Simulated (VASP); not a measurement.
# TaN (Fm-3m) in VASP: a series of runs, part 2 of 2

VASP 6.6.1. Earlier steps stand in the parts before.

### Step 3. Single point, r2SCAN+U, collinear spin, ferromagnetic start

POSCAR reads:

```
TaN
1.0
    0.0000000000      2.1790013100      2.1790013100
    2.1790013100      0.0000000000      2.1790013100
    2.1790013100      2.1790013100      0.0000000000
Ta N
1 1
Direct
    0.5000000000      0.5000000000      0.5000000000
    0.0000000000      0.0000000000      0.0000000000
```

INCAR.step1 reads:

```
PREC     = Accurate       # precision mode
ENCUT    = 660            # plane-wave cutoff, eV
ISMEAR   = 0              # smearing method
SIGMA    = 0.05           # smearing width, eV
LREAL    = False          # projectors in reciprocal space
LASPH    = True           # aspherical terms in the spheres
NELM     = 200            # most SCF steps
ISPIN    = 2              # spin polarisation
MAGMOM   = 2 0            # initial moments
LMAXMIX  = 4              # l up to which the mixer works
LDAU     = True           # DFT+U
LDAUTYPE = 2            
LDAUL    = 2 -1           # shell
LDAUU    = 1 0            # U, eV
LDAUJ    = 0 0          
NBANDS   = 20             # bands
GGA      = PE             # functional
ALGO     = Normal         # electronic algorithm
EDIFF    = 1E-5           # SCF threshold, eV
LWAVE    = True           # write WAVECAR
LCHARG   = False          # write CHGCAR
GGA_COMPAT= False
```

INCAR.step2 reads:

```
PREC     = Accurate       # precision mode
ENCUT    = 660            # plane-wave cutoff, eV
EDIFF    = 1E-6           # SCF threshold, eV
ISMEAR   = 0              # smearing method
SIGMA    = 0.05           # smearing width, eV
LREAL    = False          # projectors in reciprocal space
LASPH    = True           # aspherical terms in the spheres
NELM     = 200            # most SCF steps
ALGO     = Normal         # electronic algorithm
ISIF     = 2              # what is computed and relaxed
LWAVE    = False          # write WAVECAR
LCHARG   = True           # write CHGCAR
ISPIN    = 2              # spin polarisation
MAGMOM   = 2 0            # initial moments
LORBIT   = 11             # projections on sites
LMAXMIX  = 4              # l up to which the mixer works
LDAU     = True           # DFT+U
LDAUTYPE = 2            
LDAUL    = 2 -1           # shell
LDAUU    = 1 0            # U, eV
LDAUJ    = 0 0          
LDAUPRINT= 1            
METAGGA  = R2SCAN         # meta-GGA
LMIXTAU  = True         
LELF     = True           # ELF
LVHAR    = True         
NBANDS   = 20             # bands
ISTART   = 1            
GGA_COMPAT= False
```

KPOINTS reads:

```
regular mesh
0
Gamma
  7 7 7
```

Potentials or basis: VASP PAW PBE potentials, release 64 (Ta_sv_GW, N).

The run is started by

```
$ cat potpaw_PBE.64/Ta_sv_GW/POTCAR potpaw_PBE.64/N/POTCAR > POTCAR
$ cp INCAR.step1 INCAR
$ mpirun -np 1 vasp_std > vasp.out
$ cp INCAR.step2 INCAR
$ mpirun -np 1 vasp_std > vasp.out
```

OUTCAR:

```text
PREC = Accurate
   ENCUT = 660
   EDIFF = 1E-6
   ISMEAR = 0
   LREAL = False
   LASPH = True
   NELM = 200
   ISIF = 2
   ISPIN = 2
   LORBIT = 11
   METAGGA = R2SCAN
   ISTART = 1

 ion  position               nearest neighbor table
   1  0.500  0.500  0.500-   2 2.18   2 2.18   2 2.18   2 2.18   2 2.18   2 2.18
   2  0.000  0.000  0.000-   1 2.18   1 2.18   1 2.18   1 2.18   1 2.18   1 2.18

  LATTYP: Found a face centered cubic cell.
 ALAT       =     4.3580026200

  Lattice vectors:

 A1 = (   0.0000000000,   2.1790013100,   2.1790013100)
 A2 = (   2.1790013100,   0.0000000000,   2.1790013100)
 A3 = (   2.1790013100,   2.1790013100,   0.0000000000)

Analysis of symmetry for initial positions (statically):
=====================================================================
 Subroutine PRICEL returns:
 Original cell was already a primitive cell.

 Routine SETGRP: Setting up the symmetry group for a
 face centered cubic supercell.

 Subroutine GETGRP returns: Found 48 space group operations
 (whereof 48 operations were pure point group operations)
 out of a pool of 48 trial point group operations.

The static configuration has the point symmetry O_h .

Analysis of symmetry for dynamics (positions and initial velocities):
=====================================================================
 Subroutine PRICEL returns:
 Original cell was already a primitive cell.

 Routine SETGRP: Setting up the symmetry group for a
 face centered cubic supercell.

 Subroutine GETGRP returns: Found 48 space group operations
 (whereof 48 operations were pure point group operations)
 out of a pool of 48 trial point group operations.

The dynamic configuration has the point symmetry O_h .

Analysis of structural, dynamic, and magnetic symmetry:
=====================================================================
 Subroutine PRICEL returns:
 Original cell was already a primitive cell.

[... 185 lines left out ...]
  ---------------------------------------------------
  free energy    TOTEN  =       -61.30278364 eV

  energy without entropy =      -61.30187973  energy(sigma->0) =      -61.30233169

 E-fermi :  14.4349     XC(G=0): -14.9612

 val. band max:       14.3539844375   @ k =  -0.2857   0.1429   0.0000
 cond. band min:      14.4733347776   @ k =   0.2857   0.0000   0.0000
 fundamental gap:      0.1193503401
 Fermi energy:        14.4349146703

 spin component 1

 k-point     1 :       0.0000    0.0000    0.0000
  band No.  band energies     occupation
      1     -57.4617      1.00000
      2     -22.9140      1.00000
      3     -22.9140      1.00000
      4     -22.9140      1.00000
      5      -5.8572      1.00000
      6      10.1675      1.00000
[... 436 lines left out ...]
      6       5.9869      1.00000
[... 12 lines left out ...]
     19      35.5698      0.00000
     20      39.1134      0.00000
 Fermi energy:        14.4349146703

 spin component 2

 k-point     1 :       0.0000    0.0000    0.0000
  band No.  band energies     occupation
      1     -57.4617      1.00000
      2     -22.9140      1.00000
      3     -22.9140      1.00000
      4     -22.9140      1.00000
      5      -5.8572      1.00000
      6      10.1675      1.00000
[... 449 lines left out ...]
     19      35.5698      0.00000
     20      39.1134      0.00000

------------------------ aborting loop because EDIFF is reached ----------------------------------------

  FORCE on cell =-STRESS in cart. coord.  units (eV):
  Direction    XX          YY          ZZ          XY          YZ          ZX
  --------------------------------------------------------------------------------------
  -------------------------------------------------------------------------------------
  Total        1.6434955      1.6434955      1.6434955      0.0000000      0.0000000      0.0000000
  in kB      127.2555180    127.2555180    127.2555180      0.0000000      0.0000000      0.0000000
  external PRESSURE =     127.2555180 kB  Pullay stress =       0.0000000 kB

 VOLUME and BASIS-vectors are now :
 -----------------------------------------------------------------------------
  energy-cutoff  :      660.00
  volume of cell :       20.69
      direct lattice vectors                 reciprocal lattice vectors
     0.000000000  2.179001310  2.179001310    -0.229462918  0.229462918  0.229462918
     2.179001310  0.000000000  2.179001310     0.229462918 -0.229462918  0.229462918
     2.179001310  2.179001310  0.000000000     0.229462918  0.229462918 -0.229462918

 POSITION                                       TOTAL-FORCE (eV/Angst)
 -----------------------------------------------------------------------------------
      2.17900      2.17900      2.17900        -0.000000     -0.000000     -0.000000
      0.00000      0.00000      0.00000         0.000000      0.000000      0.000000
 -----------------------------------------------------------------------------------
    total drift:                                0.000000      0.000000      0.000000

  FREE ENERGIE OF THE ION-ELECTRON SYSTEM (eV)
  ---------------------------------------------------
  free  energy   TOTEN  =       -61.3027836444 eV

  energy  without entropy=      -61.3018797297  energy(sigma->0) =      -61.30233169

 total charge

# of ion       s       p       d       f       tot
--------------------------------------------------
    1        2.676   6.060   2.349   0.149  11.233
    2        1.239   2.594   0.000   0.000   3.834
--------------------------------------------------
tot          3.915   8.654   2.349   0.149  15.067

 magnetization (x)

# of ion       s       p       d       f       tot
--------------------------------------------------
    1       -0.000  -0.000   0.000  -0.000  -0.000
    2        0.000   0.000   0.000   0.000   0.000
--------------------------------------------------
tot         -0.000  -0.000   0.000  -0.000  -0.000
```

OUTCAR.step1:

```text
PREC = Accurate
   ENCUT = 660
   ISMEAR = 0
   LREAL = False
   LASPH = True
[... 1161 lines left out ...]
      2.17900      2.17900      2.17900        -0.000000     -0.000000     -0.000000
      0.00000      0.00000      0.00000         0.000000      0.000000      0.000000
 -----------------------------------------------------------------------------------
    total drift:                                0.000000      0.000000      0.000000

  FREE ENERGIE OF THE ION-ELECTRON SYSTEM (eV)
  ---------------------------------------------------
  free  energy   TOTEN  =       -23.4221580725 eV

  energy  without entropy=      -23.4211653627  energy(sigma->0) =      -23.42166172
```

OSZICAR.step1:

```text
N       E                     dE             d eps       ncg     rms          rms(c)
DAV:   1     0.128379493197E+03    0.12838E+03   -0.12389E+04  1600   0.112E+03
DAV:   2    -0.211425743982E+02   -0.14952E+03   -0.14353E+03  2080   0.317E+02
DAV:   3    -0.270898439577E+02   -0.59473E+01   -0.59140E+01  1964   0.530E+01
DAV:   4    -0.272599066010E+02   -0.17006E+00   -0.17004E+00  2048   0.594E+00
DAV:   5    -0.272618975379E+02   -0.19909E-02   -0.19909E-02  1920   0.495E-01    0.468E+01
DAV:   6    -0.234795065271E+02    0.37824E+01   -0.56770E+00  1988   0.221E+01    0.456E+01
DAV:   7    -0.234650917272E+02    0.14415E-01   -0.55799E-01  1784   0.550E+00    0.250E+01
DAV:   8    -0.234039869000E+02    0.61105E-01   -0.14866E-01  1776   0.297E+00    0.296E+00
DAV:   9    -0.234217597942E+02   -0.17773E-01   -0.17354E-02  1752   0.101E+00    0.151E+00
DAV:  10    -0.234219487565E+02   -0.18896E-03   -0.22617E-03  1888   0.378E-01    0.788E-01
DAV:  11    -0.234221029842E+02   -0.15423E-03   -0.15041E-04  1784   0.100E-01    0.370E-01
DAV:  12    -0.234221653295E+02   -0.62345E-04   -0.13989E-04  1756   0.112E-01    0.168E-01
DAV:  13    -0.234221580725E+02    0.72570E-05   -0.52393E-05  1772   0.604E-02
   1 F= -.23422158E+02 E0= -.23421662E+02  d E =-.992710E-03  mag=     0.0005
```

Run time: 90 s. Hardware: 1 thread of Intel Xeon Platinum 8488C (Sapphire Rapids), shared host; peak memory 0.21 GiB.

What came out:

| Property | Result |
| --- | --- |
| Free energy | -61.3028 eV |
| Pressure | 12.7 GPa |
| Band gap on the k mesh | zero (filled and empty bands overlap) |
| Net moment | 0.00 μB per cell |
| Valence electrons inside the program's atomic spheres | Ta 11.23; N 3.83 |

Eigenvalues of the final occupation matrices:
| site | spin | trace | eigenvalues |
| --- | --- | --- | --- |
| site 1 d | 1 | 1.20 | 0.20 0.20 0.26 0.26 0.26 |
| site 1 d | 2 | 1.20 | 0.20 0.20 0.26 0.26 0.26 |

Caveat: the PAW data sets were made with another functional, which shifts forces and pressure a little; spin-orbit coupling is left out, which moves the levels of the heavy elements. The state reached can hang on the start; a lower one may exist.

### Step 4. Single point, r2SCAN+U, collinear spin, ferromagnetic start

POSCAR is that of step 3.

INCAR.step1 reads:

```
SYSTEM = TaN
ALGO = Normal
EDIFF = 1E-5
ENCUT = 660
GGA = PE
GGA_COMPAT = .False.
ISMEAR = 0
ISPIN = 2
LASPH = .True.
LCHARG = .False.
LDAU = .True.
LDAUJ = 0 0
LDAUL = 2 -1
LDAUTYPE = 2
LDAUU = 1 0
LMAXMIX = 4
LREAL = .False.
LWAVE = .True.
MAGMOM = 2 0
NBANDS = 20
NELM = 200
PREC = Accurate
SIGMA = 0.05
```

INCAR.step2 reads:

```
SYSTEM = TaN
ALGO = Normal
EDIFF = 1E-6
ENCUT = 660
GGA_COMPAT = .False.
ISIF = 2
ISMEAR = 0
ISPIN = 2
ISTART = 1
LASPH = .True.
LCHARG = .False.
LDAU = .True.
LDAUJ = 0 0
LDAUL = 2 -1
LDAUPRINT = 1
LDAUTYPE = 2
LDAUU = 1 0
LMAXMIX = 4
LMIXTAU = .True.
LORBIT = 11
LREAL = .False.
LWAVE = .False.
MAGMOM = 2 0
METAGGA = R2SCAN
NBANDS = 20
NELM = 200
PREC = Accurate
SIGMA = 0.05
```

KPOINTS reads:

```
k-points
0
Gamma
  7 7 7
  0 0 0
```

The run is started by

```
$ cat potpaw_PBE.64/Ta_sv_GW/POTCAR potpaw_PBE.64/N/POTCAR > POTCAR
$ cp INCAR.step1 INCAR
$ mpirun -np 1 vasp_std > vasp.out
$ cp INCAR.step2 INCAR
$ mpirun -np 1 vasp_std > vasp.out
```

It took 53 s on 1 thread of Intel Xeon 6975P-C (Granite Rapids), shared host; peak memory 0.21 GiB.

The run converged. Its results:

- Free energy: -61.3028 eV
- Pressure: 12.7 GPa
- Band gap on the k mesh: zero (filled and empty bands overlap)
- Net moment: 0.00 μB per cell
- Valence electrons inside the program's atomic spheres: Ta 11.23; N 3.83

Levels at points of the mesh, in eV from the Fermi level:
Spin up:
| k point | band 6 | band 7 | band 8 | band 9 | band 10 | band 11 | band 12 | band 13 |
| --- | --- | --- | --- | --- | --- | --- | --- | --- |
| (0.00, 0.00, 0.00) | -4.27 | -4.27 | -4.27 | -2.23 | -2.23 | -2.23 | 0.23 | 0.23 |
Spin down:
| k point | band 6 | band 7 | band 8 | band 9 | band 10 | band 11 | band 12 | band 13 |
| --- | --- | --- | --- | --- | --- | --- | --- | --- |
| (0.00, 0.00, 0.00) | -4.27 | -4.27 | -4.27 | -2.23 | -2.23 | -2.23 | 0.23 | 0.23 |

Eigenvalues of the final occupation matrices:
```
    site  spin  trace               eigenvalues
site 1 d     1   1.20  0.20 0.20 0.26 0.26 0.26
site 1 d     2   1.20  0.20 0.20 0.26 0.26 0.26
```

Caveat: the PAW data sets were made with another functional, which shifts forces and pressure a little; spin-orbit coupling is left out, which moves the levels of the heavy elements. The state reached can hang on the start; a lower one may exist.
